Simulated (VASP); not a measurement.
Runs of VASP 6.6.1 on Tl. The structure is that of space group Pm-3m (No. 221), or close to it. The cells are those of the table. 

```tsv
cell	k mesh	gap on the mesh (eV)	pressure (GPa)
a = 3.381 Å, 1 atom	15 × 15 × 15	none	0.0
a = 3.426 Å, 1 atom	11 × 11 × 11	none	(a)
a = 3.381 Å, 1 atom	11 × 11 × 11	none	0.0
a = 3.240 Å, 1 atom	11 × 11 × 11	none	2.9
a = 3.469 Å, 1 atom	11 × 11 × 11	none	-1.0
```

Alike in all rows: task single point; level BLYP; potentials or basis VASP PAW PBE potentials, release 64 (Tl_d); no spin polarisation; cutoff (eV) 520; smearing fermi-dirac 0.1 eV.

Q: Estimate the missing entries.

A: (a) -0.5.

Caveats: the PAW data sets were made with another functional, which shifts forces and pressure a little; spin-orbit coupling is left out, which moves the levels of the heavy elements.

A k mesh can miss the band edges, and the runs leave out spin-orbit coupling on Tl.

A gap of «none» marks levels without a gap at the run's occupations.
